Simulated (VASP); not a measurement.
# LiF (Pm-3m) in VASP: notebook

Aim: see how the results for LiF move with the level of theory and the settings. Levels: PBE, r2SCAN. Tasks: dielectric tensor, G0W0 quasiparticle levels.

Everything below comes from runs of VASP 6.6.1. Logs are shortened: lines on timing, memory, paths and dates and some standing lists are left out, and cuts for length are marked.

## Step 1: The cell of the first run

Symmetry: Pm-3m, No. 221, cubic system. Conventional cell: a = 2.516 Å, b = 2.516 Å, c = 2.516 Å, α = 90.00°, β = 90.00°, γ = 90.00°. Within 2.9 Å of Li (site symmetry m-3m) lie 8 F at 2.18 Å and 6 Li at 2.52 Å. F (site symmetry m-3m) has 8 Li at 2.18 Å and 6 F at 2.52 Å within 2.9 Å.

## Step 2: Dielectric tensor, PBE

Input file INCAR:

```
PREC = Accurate
ENCUT = 520
EDIFF = 1E-8
ISMEAR = 0
SIGMA = 0.01
LREAL = False
LASPH = True
NELM = 80
ALGO = Normal
ISIF = 2
LWAVE = False
LCHARG = False
GGA = PE
LEPSILON = True
```

Input file KPOINTS:

```
Automatic mesh
0
Gamma
  8 8 8
```

Input file POSCAR:

```
LiF
1.0
    2.5162584520      0.0000000000      0.0000000000
    0.0000000000      2.5162584520      0.0000000000
    0.0000000000      0.0000000000      2.5162584520
Li F
1 1
Direct
    0.0000000000      0.0000000000      0.0000000000
    0.5000000000      0.5000000000      0.5000000000
```

Potentials or basis: VASP PAW PBE potentials, release 64 (Li_sv, F).

Run with:

```console
> cat potpaw_PBE.64/Li_sv/POTCAR potpaw_PBE.64/F/POTCAR > POTCAR
> mpirun -np 1 vasp_std > vasp.out
```

OUTCAR:

```text
PREC = Accurate
   ENCUT = 520
   EDIFF = 1E-8
   ISMEAR = 0
   LREAL = False
   LASPH = True
   NELM = 80
   ISIF = 2
   GGA = PE
   LEPSILON = True

 ion  position               nearest neighbor table
   1  0.000  0.000  0.000-   2 2.18   2 2.18   2 2.18   2 2.18   2 2.18   2 2.18   2 2.18   2 2.18

   2  0.500  0.500  0.500-   1 2.18   1 2.18   1 2.18   1 2.18   1 2.18   1 2.18   1 2.18   1 2.18

  LATTYP: Found a simple cubic cell.
 ALAT       =     2.5162584520

  Lattice vectors:

 A1 = (   2.5162584520,   0.0000000000,   0.0000000000)
 A2 = (   0.0000000000,   2.5162584520,   0.0000000000)
 A3 = (   0.0000000000,   0.0000000000,   2.5162584520)

Analysis of symmetry for initial positions (statically):
=====================================================================
 Subroutine PRICEL returns:
 Original cell was already a primitive cell.

 Routine SETGRP: Setting up the symmetry group for a
 simple cubic supercell.

 Subroutine GETGRP returns: Found 48 space group operations
 (whereof 48 operations were pure point group operations)
 out of a pool of 48 trial point group operations.

The static configuration has the point symmetry O_h .

Analysis of symmetry for dynamics (positions and initial velocities):
=====================================================================
 Subroutine PRICEL returns:
 Original cell was already a primitive cell.

 Routine SETGRP: Setting up the symmetry group for a
 simple cubic supercell.

 Subroutine GETGRP returns: Found 48 space group operations
 (whereof 48 operations were pure point group operations)
 out of a pool of 48 trial point group operations.

The dynamic configuration has the point symmetry O_h .

 Subroutine INISYM returns: Found 48 space group operations
 (whereof 48 operations are pure point group operations),
 and found     1 'primitive' translations

----------------------------------------------------------------------------------------

                                     Primitive cell

  volume of cell :      15.9318

  direct lattice vectors                    reciprocal lattice vectors
     2.516258452  0.000000000  0.000000000     0.397415456  0.000000000  0.000000000
     0.000000000  2.516258452  0.000000000     0.000000000  0.397415456  0.000000000
     0.000000000  0.000000000  2.516258452     0.000000000  0.000000000  0.397415456

  length of vectors
     2.516258452  2.516258452  2.516258452     0.397415456  0.397415456  0.397415456

  position of ions in fractional coordinates (direct lattice)
     0.000000000  0.000000000  0.000000000
     0.500000000  0.500000000  0.500000000

  ion indices of the primitive-cell ions
   primitive index   ion index
                 1           1
                 2           2

----------------------------------------------------------------------------------------

 KPOINTS: Automatic mesh

Automatic generation of k-mesh.
 Grid dimensions read from file:
 generate k-points for:    8    8    8

 Generating k-lattice:

  Cartesian coordinates                     Fractional coordinates (reciprocal lattice)
     0.049676932  0.000000000  0.000000000     0.125000000  0.000000000  0.000000000
     0.000000000  0.049676932  0.000000000     0.000000000  0.125000000  0.000000000
     0.000000000  0.000000000  0.049676932     0.000000000  0.000000000  0.125000000

  Length of vectors
     0.049676932  0.049676932  0.049676932

  Shift w.r.t. Gamma in fractional coordinates (k-lattice)
     0.000000000  0.000000000  0.000000000

 Subroutine IBZKPT returns following result:
 ===========================================

 Found     35 irreducible k-points:

 Following reciprocal coordinates:
            Coordinates               Weight
  0.000000  0.000000  0.000000      1.000000
  0.125000  0.000000  0.000000      6.000000
  0.250000  0.000000  0.000000      6.000000
  0.375000  0.000000  0.000000      6.000000
  0.500000  0.000000  0.000000      3.000000
  0.125000  0.125000  0.000000     12.000000
[... 16 lines left out ...]
  0.375000  0.375000  0.125000     24.000000
  0.500000  0.375000  0.125000     24.000000
 [... further k-points ...]
   k-points           NKPTS =     35   k-points in BZ     NKDIM =     35   number of bands    NBANDS=      9
   number of dos      NEDOS =    301   number of ions     NIONS =      2
   total plane-waves  NPLWV =   8000
   dimension x,y,z NGX =    20 NGY =   20 NGZ =   20
   dimension x,y,z NGXF=    40 NGYF=   40 NGZF=   40
   ions per type =               1   1
   NGX,Y,Z   is equivalent  to a cutoff of  13.21, 13.21, 13.21 a.u.
   NGXF,Y,Z  is equivalent  to a cutoff of  26.43, 26.43, 26.43 a.u.
 SYSTEM =  unknown system
   PREC   = accura    normal or accurate (medium, high low for compatibility)
   ISTART =      0    job   : 0-new  1-cont  2-samecut
   ICHARG =      2    charge: 1-file 2-atom 10-const
   ISPIN  =      1    spin polarized calculation?
   LNONCOLLINEAR =      F non collinear calculations
   LSORBIT =      F    spin-orbit coupling
   LASPH  =      T    aspherical Exc in radial PAW
   ENCUT  =  520.0 eV  38.22 Ry    6.18 a.u.   4.68  4.68  4.68*2*pi/ulx,y,z
   NELM   =     80;   NELMIN=  2; NELMDL= -5     # of ELM steps
   EDIFF  = 0.1E-07   stopping-criterion for ELM
   LREAL  =      F    real-space projection
   EDIFFG = 0.1E-06   stopping-criterion for IOM
   NSW    =      0    number of steps for IOM
   IBRION =     -1    ionic relax: 0-MD 1-quasi-New 2-CG
   NFREE  =      0    steps in history (QN), initial steepest desc. (CG)
   ISIF   =      2    stress and relaxation
   ISYM   =      2    0-nonsym 1-usesym 2-fastsym
   POTIM  = 0.5000    time-step for ionic-motion
   TEBEG  =    0.0;   TEEND  =   0.0 temperature during run
   PSTRESS=    0.0 pullay stress
   NELECT =      10.0000    total number of electrons
   NUPDOWN=      -1.0000    fix difference up-down
   EMIN   =  10.00;   EMAX   =-10.00  energy-range for DOS
   EFERMI =   0.00;   METHOD = LEGACY
   ISMEAR =     0;   SIGMA  =   0.01  broadening in eV -4-tet -1-fermi 0-gaus
   EFERMI_NEDOS =   21; number of points for ismear=-14 and -15
   IALGO  =     38    algorithm
   IMIX   =      4    mixing-type and parameters
     AMIX     =   0.40;   BMIX     =  1.00
     AMIX_MAG =   1.60;   BMIX_MAG =  1.00
  volume/ion in A,a.u.               =       7.97        53.76
  Fermi-wavevector in a.u.,A,eV,Ry     =   1.401693  2.648816 26.731957  1.964743
  Thomas-Fermi vector in A             =   2.524529
   LORBIT       =      0    0 simple, 1 ext, 2 COOP (PROOUT), +10 PAW based schemes
   GGA     = PE    functional components
   LHFCALC =     F    Hartree Fock is set to
   AEXX    =    0.0000 exact exchange contribution
   IVDW    =     0    specifies the selected vdW correction
   LEPSILON=     T    determine dielectric tensor
   LRPA    =     F    only Hartree local field effects (RPA)
 non-spin polarized calculation
 Gauss-broadening in eV      SIGMA  =   0.01
  energy-cutoff  :      520.00
  volume of cell :       15.93
 maximum number of plane-waves:       442
 NGX is ok and might be reduce to    20
   NGX =  9   NGY =  9   NGZ =  9

--------------------------------------- Ionic step        1  -------------------------------------------

 number of electron      10.0000023 magnetization

 E-fermi :   0.5470     XC(G=0): -10.1808

 val. band max:        0.4472880281   @ k =   0.5000   0.5000   0.0000
 cond. band min:       8.3953296708   @ k =   0.0000   0.0000   0.0000
 fundamental gap:      7.9480416427
 Fermi energy:         0.5469567799

 k-point     1 :       0.0000    0.0000    0.0000
  band No.  band energies     occupation
      1     -42.3582      2.00000
      2     -20.5657      2.00000
      3      -0.2743      2.00000
      4      -0.2743      2.00000
      5      -0.2743      2.00000
      6       8.3953      0.00000
      7      19.5958      0.00000
      8      19.5958      0.00000
      9      21.9477      0.00000

 k-point     2 :       0.1250    0.0000    0.0000
  band No.  band energies     occupation
      1     -42.3500      2.00000
      2     -20.4965      2.00000
      3      -0.8390      2.00000
      4      -0.2146      2.00000
      5      -0.2146      2.00000
      6       8.7481      0.00000
      7      17.8008      0.00000
      8      19.9645      0.00000
      9      21.8643      0.00000
[... 253 lines left out ...]
 k-point    24 :       0.5000    0.3750    0.1250
  band No.  band energies     occupation
      1     -42.2556      2.00000
      2     -19.4939      2.00000
      3      -2.9716      2.00000
      4      -2.5085      2.00000
      5      -0.0077      2.00000
      6      13.4871      0.00000
      7      13.9104      0.00000
      8      14.5825      0.00000
      9      22.0273      0.00000

 [... further k-points ...]

  FORCE on cell =-STRESS in cart. coord.  units (eV):
  Direction    XX          YY          ZZ          XY          YZ          ZX
  --------------------------------------------------------------------------------------
  -------------------------------------------------------------------------------------
  Total        0.3375676      0.3375676      0.3375676     -0.0000000     -0.0000000     -0.0000000
  in kB       33.9473283     33.9473283     33.9473283     -0.0000000     -0.0000000     -0.0000000
  external PRESSURE =      33.9473283 kB  Pullay stress =       0.0000000 kB

 VOLUME and BASIS-vectors are now :
 -----------------------------------------------------------------------------
  energy-cutoff  :      520.00
  volume of cell :       15.93
      direct lattice vectors                 reciprocal lattice vectors
     2.516258452  0.000000000  0.000000000     0.397415456  0.000000000  0.000000000
     0.000000000  2.516258452  0.000000000     0.000000000  0.397415456  0.000000000
     0.000000000  0.000000000  2.516258452     0.000000000  0.000000000  0.397415456

 POSITION                                       TOTAL-FORCE (eV/Angst)
 -----------------------------------------------------------------------------------
      0.00000      0.00000      0.00000         0.000000      0.000000      0.000000
      1.25813      1.25813      1.25813         0.000000      0.000000      0.000000
 -----------------------------------------------------------------------------------
    total drift:                                0.000000      0.000000      0.000000

  FREE ENERGIE OF THE ION-ELECTRON SYSTEM (eV)
  ---------------------------------------------------
  free  energy   TOTEN  =        -9.0388248152 eV

  energy  without entropy=       -9.0388248152  energy(sigma->0) =       -9.03882482

 HEAD OF MICROSCOPIC STATIC DIELECTRIC TENSOR (INDEPENDENT PARTICLE, excluding Hartree and local field effects)
 ------------------------------------------------------
           2.190813    -0.000000     0.000000
          -0.000000     2.190813     0.000000
           0.000000    -0.000000     2.190813
 ------------------------------------------------------

 Free energy of the ion-electron system (eV)
  ---------------------------------------------------
  ---------------------------------------------------
  free energy    TOTEN  =        -0.05641822 eV

  energy without entropy =       -0.05641822

------------------------ aborting loop because EDIFF is reached ----------------------------------------

--------------------------------------- Ionic step        2  -------------------------------------------

------------------------ aborting loop because EDIFF is reached ----------------------------------------

--------------------------------------- Ionic step        3  -------------------------------------------

 Free energy of the ion-electron system (eV)
  ---------------------------------------------------
  ---------------------------------------------------
  free energy    TOTEN  =        -0.05641815 eV

  energy without entropy =       -0.05641815

------------------------ aborting loop because EDIFF is reached ----------------------------------------

 PIEZOELECTRIC TENSOR FIELD DIRECTION 3  (e Angst)
 -----------------------------------------------------------------------------
    -0.00016  0.00000  0.00000           (  0.00000  0.00000 -0.00000)
     0.00000 -0.00016 -0.00000           (  0.00000  0.00000  0.00000)
    -0.00000  0.00000  0.00000           ( -0.00000  0.00000 -0.00002)

 PIEZOELECTRIC TENSOR FIELD DIRECTION 3  (C/m^2)
 -----------------------------------------------------------------------------
    -0.00016  0.00000  0.00000
     0.00000 -0.00016 -0.00000
    -0.00000  0.00000  0.00000

 MACROSCOPIC STATIC DIELECTRIC TENSOR (including local field effects in DFT)
 ------------------------------------------------------
           2.160056     0.000000     0.000000
           0.000000     2.160056    -0.000000
          -0.000000     0.000000     2.160056
 ------------------------------------------------------

 PIEZOELECTRIC TENSOR (including local field effects)  for field in x, y, z        (e  Angst)
          XX          YY          ZZ          XY          YZ          ZX
  --------------------------------------------------------------------------------
  x     0.00000     0.00000     0.00000     0.00000     0.00000     0.00000
  y     0.00000     0.00000     0.00000     0.00000     0.00000     0.00000
  z     0.00000     0.00000     0.00000     0.00000     0.00000     0.00000

 PIEZOELECTRIC TENSOR (including local field effects)  for field in x, y, z        (C/m^2)
          XX          YY          ZZ          XY          YZ          ZX
  --------------------------------------------------------------------------------
  x     0.00000     0.00000     0.00000     0.00000     0.00000     0.00000
  y     0.00000     0.00000     0.00000     0.00000     0.00000     0.00000
  z     0.00000     0.00000     0.00000     0.00000     0.00000     0.00000

 BORN EFFECTIVE CHARGES (including local field effects) (in |e|, cummulative output)
 ---------------------------------------------------------------------------------
 ion    1
    1     1.10284    -0.00000     0.00000
    2    -0.00000     1.10284     0.00000
    3    -0.00000     0.00000     1.10284
 ion    2
    1    -1.10284     0.00000    -0.00000
    2     0.00000    -1.10284    -0.00000
    3     0.00000    -0.00000    -1.10284
```

It took 37 s on 1 thread of Intel Xeon 6975P-C (Granite Rapids), shared host; peak memory 0.14 GiB.

What came out:

| Item | Value |
| --- | --- |
| Band gap on the k mesh | 7.95 eV (least direct gap 8.67 eV) |
| Electronic dielectric tensor (diagonal) | 2.16 |
| Born charges (mean of the diagonal) | Li +1.10; F -1.10 e |

Electronic dielectric tensor:
```
2.16 0.00 0.00
0.00 2.16 0.00
0.00 0.00 2.16
```

Born effective charge tensors (e):
atom 1, Li
```
1.10 0.00 0.00
0.00 1.10 0.00
0.00 0.00 1.10
```
atom 2, F
```
-1.10  0.00  0.00
 0.00 -1.10  0.00
 0.00  0.00 -1.10
```

Caveat: the cutoff is under 1.25 times the usual one of these potentials, so pressure, stress and relaxed cells hold a basis-set (Pulay) error; the structure was generated, so it needn't be the stable form of LiF. A k mesh can miss the band edges.

## Step 3: Dielectric tensor, r2SCAN

Input file INCAR:

```
SYSTEM = LiF
PREC = Accurate
ENCUT = 520
EDIFF = 1E-8
ISMEAR = 0
SIGMA = 0.01
LREAL = .FALSE.
LASPH = .TRUE.
NELM = 100
ALGO = Normal
ISIF = 2
LWAVE = .FALSE.
LCHARG = .FALSE.
METAGGA = R2SCAN
LMIXTAU = .TRUE.
LCALCEPS = .TRUE.
```

Input file KPOINTS:

```
Automatic mesh
0
G
  8 8 8
  0 0 0
```

POSCAR is that of step 2.

Potentials or basis: VASP PAW PBE potentials, release 64 (Li_sv, F).

Run with:

```console
> cat potpaw_PBE.64/Li_sv/POTCAR potpaw_PBE.64/F/POTCAR > POTCAR
> mpirun -np 1 vasp_std > vasp.out
```

OUTCAR:

```text
SYSTEM = LiF
   PREC = Accurate
   ENCUT = 520
   EDIFF = 1E-8
   ISMEAR = 0
   LREAL = .FALSE.
   LASPH = .TRUE.
   NELM = 100
   ISIF = 2
   METAGGA = R2SCAN

 ion  position               nearest neighbor table
   1  0.000  0.000  0.000-   2 2.18   2 2.18   2 2.18   2 2.18   2 2.18   2 2.18   2 2.18   2 2.18

   2  0.500  0.500  0.500-   1 2.18   1 2.18   1 2.18   1 2.18   1 2.18   1 2.18   1 2.18   1 2.18

  LATTYP: Found a simple cubic cell.
 ALAT       =     2.5162584520

  Lattice vectors:

 A1 = (   2.5162584520,   0.0000000000,   0.0000000000)
[... 813 lines left out ...]
    3    -0.00000     0.00000    -1.09321

  FORCE on cell =-STRESS in cart. coord.  units (eV):
  Direction    XX          YY          ZZ          XY          YZ          ZX
  --------------------------------------------------------------------------------------
  -------------------------------------------------------------------------------------
  Total       -0.1132765     -0.1132765     -0.1132765      0.0000000      0.0000000     -0.0000000
  in kB      -11.3915998    -11.3915998    -11.3915998      0.0000000      0.0000000     -0.0000000
  external PRESSURE =     -11.3915998 kB  Pullay stress =       0.0000000 kB

 VOLUME and BASIS-vectors are now :
 -----------------------------------------------------------------------------
  energy-cutoff  :      520.00
  volume of cell :       15.93
      direct lattice vectors                 reciprocal lattice vectors
     2.516258452  0.000000000  0.000000000     0.397415456  0.000000000  0.000000000
     0.000000000  2.516258452  0.000000000     0.000000000  0.397415456  0.000000000
     0.000000000  0.000000000  2.516258452     0.000000000  0.000000000  0.397415456

 POSITION                                       TOTAL-FORCE (eV/Angst)
 -----------------------------------------------------------------------------------
      0.00000      0.00000      0.00000         0.000000      0.000000      0.000000
      1.25813      1.25813      1.25813         0.000000      0.000000      0.000000
 -----------------------------------------------------------------------------------
    total drift:                                0.000000      0.000000      0.000000

  FREE ENERGIE OF THE ION-ELECTRON SYSTEM (eV)
  ---------------------------------------------------
  free  energy   TOTEN  =       -11.2734531169 eV

  energy  without entropy=      -11.2734531169  energy(sigma->0) =      -11.27345312
```

stdout:

```text
POSCAR found type information on POSCAR LiF
 POSCAR found :  2 types and       2 ions
 scaLAPACK will be used
 -----------------------------------------------------------------------------
|                                                                             |
[... 86 lines left out ...]
dp_tot=( -0.223E-08  0.130E-07  0.884E-03 )  diag[e(oo)]=(    ---      ---    2.00443 )
 p_tot=( -0.881E+01 -0.881E+01 -0.881E+01 )
dp_tot=( -0.229E-08  0.135E-07  0.913E-03 )  diag[e(oo)]=(    ---      ---    2.03704 )
 p_tot=( -0.881E+01 -0.881E+01 -0.881E+01 )
dp_tot=( -0.233E-08  0.138E-07  0.933E-03 )  diag[e(oo)]=(    ---      ---    2.05985 )
 final diagonalization full
 p_tot=( -0.881E+01 -0.881E+01 -0.881E+01 )
dp_tot=( -0.235E-08  0.139E-07  0.939E-03 )  diag[e(oo)]=(    ---      ---    2.06622 )
```

It took 4.8 min on 1 thread of Intel Xeon 6975P-C (Granite Rapids), shared host; peak memory 0.17 GiB.

What came out:

| Property | Result |
| --- | --- |
| Band gap on the k mesh | 9.12 eV (least direct gap 9.86 eV) |
| Electronic dielectric tensor (diagonal) | 2.07 |
| Born charges (mean of the diagonal) | Li +1.09; F -1.09 e |

Electronic dielectric tensor:
```
2.07 0.00 0.00
0.00 2.07 0.00
0.00 0.00 2.07
```

Born effective charge tensors (e):
atom 1, Li
```
1.09 0.00 0.00
0.00 1.09 0.00
0.00 0.00 1.09
```
atom 2, F
```
-1.09  0.00  0.00
 0.00 -1.09  0.00
 0.00  0.00 -1.09
```

Dipole moments of the cell (e·Å, modulo the quantum): ionic -8.807, -8.807, -8.807; electronic 0.000, 0.000, 0.001

Caveat: the cutoff is under 1.25 times the usual one of these potentials, so pressure, stress and relaxed cells hold a basis-set (Pulay) error; the structure was generated, so it needn't be the stable form of LiF; the PAW data sets were made with another functional, which shifts forces and pressure a little.

(Continued in part 2 of 2.)

The gap in the log of VASP goes by the Fermi energy; the results here count the filled bands.